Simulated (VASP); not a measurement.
Here is a VASP 6.6.1 calculation.

Contents of INCAR:

```
PREC = Accurate
ENCUT = 520
EDIFF = 1E-7
ISMEAR = -1
SIGMA = 0.05
LREAL = False
LASPH = True
NELM = 80
ALGO = Normal
ISIF = 2
LWAVE = False
LCHARG = False
GGA = PS
NBANDS = 12
```

KPOINTS

```
Automatic mesh
0
Gamma
  14 14 14
```

POSCAR

```
Ti
1.0
   -1.6081800000      1.6410000000      1.6410000000
    1.6410000000     -1.6081800000      1.6410000000
    1.6410000000      1.6410000000     -1.6081800000
Ti
1
Direct
    0.0000000000      0.0000000000      0.0000000000
```

Potentials or basis: VASP PAW PBE potentials, release 64 (Ti_sv).

Run with:

```sh
$ cat potpaw_PBE.64/Ti_sv/POTCAR > POTCAR
$ mpirun -np 1 vasp_std > vasp.out
```

**Question.** What does it give for the pressure?

**Answer.** -6.8 GPa.

**Question.** Predict the band gap on the k mesh.

**Answer.** Zero (band 6 reaches 8.64 eV, above the bottom of band 7 at 7.16 eV).

Stress tensor (GPa, compression positive):
```
-6.84 -0.80 -0.80
-0.80 -6.84 -0.80
-0.80 -0.80 -6.84
```

Caveat: the cell differs from its parent crystal (equal xy, yz and zx shear strains of +2 %); the PAW data sets were made with another functional, which shifts forces and pressure a little.
